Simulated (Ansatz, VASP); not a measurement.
# One calculation of BiAu, two programs

```xyz
2
Lattice="0.0000 3.2339 3.2339 3.2339 0.0000 3.2339 3.2339 3.2339 0.0000" Properties=species:S:1:pos:R:3 pbc="T T T"
Au    0.0000    0.0000    0.0000
Bi    1.6170    1.6170    1.6170
```

Alike in both runs: task single point; functional r2SCAN; k mesh 10 × 10 × 10; occupations gaussian, width 0.05 eV; no spin polarisation.

|  | VASP | Ansatz |
| --- | --- | --- |
| version | VASP 6.6.1 | Ansatz 0.2.0 |
| potentials or method | VASP PAW PBE potentials, release 64 (Au, Bi_d), cutoff 520 eV | scalar-relativistic, plane waves, PAW |
| valence electrons in the cell | 26 | 34 |

|  | VASP | Ansatz | Ansatz less VASP |
| --- | --- | --- | --- |
| gap on the k mesh at the Fermi level (eV) | none | none | - |
| pressure (GPa) | -2.3 | -2.3 | -0.02 |

VASP's potentials were made for PBE, not for r2SCAN. A gap of «none» marks a metal or a gap that the smearing closes. The functional is the same, so the differences come from potentials, cutoffs and numerics. VASP's potentials hold 26 valence electrons a cell and Ansatz's 34, so a difference there can come from the potentials and not from the codes.

Spin-orbit coupling is off throughout.
